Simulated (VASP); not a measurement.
Wanted: the native input for a VASP 6.6.1 run.

```yaml
Task: single point
Functional: r2SCAN
Potentials_or_basis: VASP PAW PBE potentials, release 64 (C)
Cutoff: 520 eV
k_mesh: 10 × 10 × 2
Occupations: gaussian, width 0.05 eV
Spin: no spin polarisation
Dipole_correction: no
Further_INCAR_settings: ALGO = Normal; EDIFF = 1e-06; NBANDS = 36
```

Crystal: C.

```
CELL_PARAMETERS angstrom
1.78014 -1.78014 0.00000
1.78014 0.00000 -1.78014
7.29858 6.94255 7.12057
ATOMIC_POSITIONS crystal
C 0.63958 0.66667 0.27087
C 0.98958 0.00000 0.10420
C 0.28958 0.33333 0.43753
C 0.58958 0.66667 0.77087
C 0.93958 0.00000 0.60420
C 0.23958 0.33333 0.93753
C 0.62708 0.66667 0.39587
C 0.97708 0.00000 0.22920
C 0.27708 0.33333 0.56253
C 0.57708 0.66667 0.89587
C 0.92708 0.00000 0.72920
C 0.32708 0.33333 0.06253
```

This cell differs from its parent crystal: the part above a cut slid along it.

These files were run (other wordings do the same):

POSCAR

```
C
1.0
    1.7801417073     -1.7801417073      0.0000000000
    1.7801417073      0.0000000000     -1.7801417073
    7.2985810000      6.9425526586      7.1205668293
C
12
Direct
    0.6395800000      0.6666666667      0.2708666667
   -0.0104200000      0.0000000000      0.1042000000
    0.2895800000      0.3333333333      0.4375333333
    0.5895800000      0.6666666667      0.7708666667
    0.9395800000      1.0000000000      0.6042000000
    0.2395800000      0.3333333333      0.9375333333
    0.6270800000      0.6666666667      0.3958666667
    0.9770800000      1.0000000000      0.2292000000
    0.2770800000      0.3333333333      0.5625333333
    0.5770800000      0.6666666667      0.8958666667
   -0.0729200000      0.0000000000      0.7292000000
    0.3270800000      0.3333333333      0.0625333333
```

INCAR.step1

```
SYSTEM = C
ALGO = Normal ; EDIFF = 1E-4
ENCUT = 520 ; GGA = PE
ISMEAR = 0 ; LASPH = .TRUE.
LCHARG = .FALSE. ; LREAL = .FALSE.
LWAVE = .TRUE. ; NBANDS = 36
NELM = 100 ; PREC = Accurate
SIGMA = 0.05
```

INCAR.step2

```
SYSTEM = C
ALGO = Normal ; EDIFF = 1E-6
ENCUT = 520 ; ISIF = 2
ISMEAR = 0 ; ISTART = 1
LASPH = .TRUE. ; LCHARG = .TRUE.
LELF = .TRUE. ; LMIXTAU = .TRUE.
LREAL = .FALSE. ; LVHAR = .TRUE.
LWAVE = .FALSE. ; METAGGA = R2SCAN
NBANDS = 36 ; NELM = 100
PREC = Accurate ; SIGMA = 0.05
```

KPOINTS

```
k-points
0
G
  10 10 2
  0 0 0
```

Potentials or basis: VASP PAW PBE potentials, release 64 (C).

Run with:

```console
$ cat potpaw_PBE.64/C/POTCAR > POTCAR
$ cp INCAR.step1 INCAR
$ mpirun -np 1 vasp_std > vasp.out
$ cp INCAR.step2 INCAR
$ mpirun -np 1 vasp_std > vasp.out
```

Results of the run:

```json
{
  "Pressure": "1.1 GPa",
  "Largest force": "1.958 eV/Å",
  "Band gap on the k mesh": "3.83 eV"
}
```

Caveat: the cell differs from its parent crystal (the part above a cut slid along it); the stress differs along the axes, from -8 to 9 GPa; the PAW data sets were made with another functional, which shifts forces and pressure a little.

It took 21 min on 1 thread of Intel Xeon 8259CL, with other jobs on the host, peak memory 0.3 GiB.
